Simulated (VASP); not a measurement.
Write the native input for VASP 6.6.1 that does the following.

| Item | Value |
| --- | --- |
| Task | relaxation of cell and atoms |
| Functional | PBE |
| Potentials or basis | VASP PAW PBE potentials, release 64 (Si, C) |
| Cutoff | 600 eV |
| k mesh | 6 × 6 × 6 |
| Occupations | gaussian, width 0.1 eV |
| Spin | no spin polarisation |
| Dipole correction | no |
| Further INCAR settings | ALGO = Normal; EDIFF = 1e-06; IBRION = 2; EDIFFG = -0.04; NSW = 90; ISIF = 3 |

The structure of SiC lies in POSCAR:

```
SiC
1.0
    1.3528100700      0.7810452600      4.4182591900
   -1.3528100700      0.7810452600      4.4182591900
    0.0000000000     -1.5620905200      4.4182591900
Si C
1 1
Direct
    0.0000000000      0.0000000000      0.0000000000
    0.5000000000      0.5000000000      0.5000000000
```

One way to write it, as run:

INCAR

```
PREC = Accurate
ENCUT = 600
EDIFF = 1E-6
ISMEAR = 0
SIGMA = 0.1
LREAL = F
LASPH = T
NELM = 80
ALGO = Normal
ISIF = 3
LWAVE = F
LCHARG = F
GGA = PE
IBRION = 2
NSW = 90
EDIFFG = -0.04
```

KPOINTS

```
regular mesh
0
Gamma
  6 6 6
```

Potentials or basis: VASP PAW PBE potentials, release 64 (Si, C).

The run is started by

```bash
$ cat potpaw_PBE.64/Si/POTCAR potpaw_PBE.64/C/POTCAR > POTCAR
$ mpirun -np 1 vasp_std > vasp.out
```

It gave:

The relaxed volume is 8.31 Å³/atom, the relaxed cell is a = 2.867 Å, b = 2.867 Å, c = 2.867 Å, α = 59.89°, β = 59.89°, γ = 59.89° and the space group after relaxing (to 0.05 Å) is Fm-3m (No. 225). The energy gained by relaxing is 2177.8 meV/atom and the ionic steps are 13. The pressure after relaxing is 0.2 GPa and the band gap on the k mesh is zero (band 4 reaches 12.41 eV, above the bottom of band 5 at 11.42 eV).

Caveat: the k points lie up to 0.45 Å⁻¹ apart in the final cell; the volume moved by over 15 % at a fixed basis, so the end points are rough.

It took 2.1 min on 1 thread of Intel(R) Xeon(R) 6975P-C (Granite Rapids), with other jobs on the host, peak memory 0.26 GiB.
